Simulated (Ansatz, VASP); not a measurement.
**Tl: VASP beside Ansatz**

The input INCAR:

```
ALGO     = Normal         # electronic algorithm
EDIFF    = 1E-7           # SCF threshold, eV
ENCUT    = 520            # plane-wave cutoff, eV
GGA      = PE             # functional
ISIF     = 2              # what is computed and relaxed
ISMEAR   = -1             # smearing method
LASPH    = True           # aspherical terms in the spheres
LCHARG   = False          # write CHGCAR
LREAL    = False          # projectors in reciprocal space
LWAVE    = False          # write WAVECAR
NBANDS   = 20             # bands
NELM     = 100            # most SCF steps
PREC     = Accurate       # precision mode
SIGMA    = 0.08           # smearing width, eV
```

KPOINTS

```
k-points
0
Gamma
  13 13 13
```

File POSCAR:

```
Tl
1.0
   -3.0616106038      3.0616106038      1.6359304194
    3.0616106038     -3.0616106038      1.6359304194
    3.0616106038      3.0616106038     -1.6359304194
Tl
2
Direct
   -0.3750000000     -0.1250000000     -0.2500000000
    0.3750000000      0.1250000000      0.2500000000
```

Input for Ansatz:

```yaml
crystal:
  lattice:
    - [-3.0616106038, 3.0616106038, 1.6359304194]
    - [3.0616106038, -3.0616106038, 1.6359304194]
    - [3.0616106038, 3.0616106038, -1.6359304194]
  atoms:
    - { symbol: Tl, position: [-0.375, -0.125, -0.25] }
    - { symbol: Tl, position: [0.375, 0.125, 0.25] }
kpoints:
  mp_grid: { grid: [13, 13, 13] }
scf:
  occupations: { method: fermi_dirac, width: 0.08 }
hamiltonian:
  xc: pbe
  pseudopotentials: { kind: paw }
output:
  forces: true
  stress: true
  eigenvalues: true
  populations: true
```

Change from the starting cell: volume scaled by 0.92, PAW files.

Alike in both runs: task single point; functional PBE; k mesh 13 × 13 × 13; occupations fermi-dirac, width 0.08 eV; no spin polarisation.

|  | VASP | Ansatz |
| --- | --- | --- |
| version | VASP 6.6.1 | Ansatz 0.2.0 |
| potentials or method | VASP PAW PBE potentials, release 64 (Tl_d) | PAW with Ansatz's default frozen-core files, scalar-relativistic |
| plane-wave cutoff (eV) | 520 | 420 |
| valence electrons in the cell | 26 | 26 |

```tsv
	VASP	Ansatz	Ansatz less VASP
pressure (GPa)	2.3	2.4	+0.05
```

Spin-orbit coupling is off throughout.
